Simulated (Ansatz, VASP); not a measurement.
# CdS: VASP beside Ansatz

```xyz
2
Lattice="3.3869 0.0000 0.0000 0.0000 3.3869 0.0000 0.0000 0.0000 3.3869" Properties=species:S:1:pos:R:3 pbc="T T T"
Cd    0.0000    0.0000    0.0000
S     1.6935    1.6935    1.6935
```

Alike in both runs: task single point; functional HSE06; k mesh 4 × 4 × 4; occupations fermi-dirac, width 0.02 eV; no spin polarisation.

|  | VASP | Ansatz |
| --- | --- | --- |
| version | VASP 6.6.1 | Ansatz 0.2.0 |
| potentials or method | VASP PAW PBE potentials, release 64 (Cd, S) | plane waves, PAW |
| plane-wave cutoff (eV) | 520 | 420 |
| valence electrons in the cell | 18 | 26 |

|  | VASP | Ansatz | Ansatz less VASP |
| --- | --- | --- | --- |
| pressure (GPa) | 0.9 | 0.6 | -0.30 |

VASP's potentials hold 18 valence electrons a cell and Ansatz's 26, so a difference there can come from the potentials and not from the codes. Ansatz's warnings: filled band counts differ across k points, stress exchange threshold loose, stress scf threshold loose.

The k mesh is coarse, so the values compare programs but aren't converged.
